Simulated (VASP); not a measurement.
Here is a VASP 6.6.1 calculation.

Contents of INCAR:

```
ALGO = Normal
EDIFF = 1E-6
ENCUT = 520
GGA = PE
ISIF = 2
ISMEAR = 0
IVDW = 12
LASPH = T
LCHARG = T
LELF = T
LREAL = F
LVHAR = T
LWAVE = F
NBANDS = 43
NELM = 80
PREC = Accurate
SIGMA = 0.05
```

Contents of KPOINTS:

```
k-points
0
Gamma
  6 6 6
```

File POSCAR:

```
CrI3
1.0
    3.3104651533      1.9112979474      6.3256315316
   -3.3104651533      1.9112979474      6.3256315316
    0.0000000000     -3.8225958948      6.3256315316
Cr I
2 6
Direct
    0.1668696808      0.1668696808      0.1668696808
    0.8331303192      0.8331303192      0.8331303192
    0.7646498057      0.0740293011      0.4194585515
    0.4194585515      0.7646498057      0.0740293011
    0.0740293011      0.4194585515      0.7646498057
    0.5805414485      0.2353501943      0.9259706989
    0.9259706989      0.5805414485      0.2353501943
    0.2353501943      0.9259706989      0.5805414485
```

Potentials or basis: VASP PAW PBE potentials, release 64 (Cr_pv, I).

The run is started by

```console
$ cat potpaw_PBE.64/Cr_pv/POTCAR potpaw_PBE.64/I/POTCAR > POTCAR
$ mpirun -np 1 vasp_std > vasp.out
```

Q: What does it give for the largest force?

A: 0.005 eV/Å.

Q: Estimate the pressure.

A: -0.1 GPa.

Forces on the atoms (eV/Å):
```
Cr   0.000  0.000  0.000
Cr   0.000  0.000  0.000
I    0.004  0.000  0.003
I   -0.002  0.003  0.003
I   -0.002 -0.004  0.003
I    0.002 -0.003 -0.003
I    0.002  0.004 -0.003
I   -0.004  0.000 -0.003
```

Caveat: spin-orbit coupling is left out, which moves the levels of the heavy elements; the run has no spin polarisation, though such a crystal can be magnetic; semilocal functionals often make such compounds metallic where correlation or magnetic order opens a gap, which also shifts bond lengths. Spin polarisation is off, so any magnetic state and its effect on volume and gap are missing.
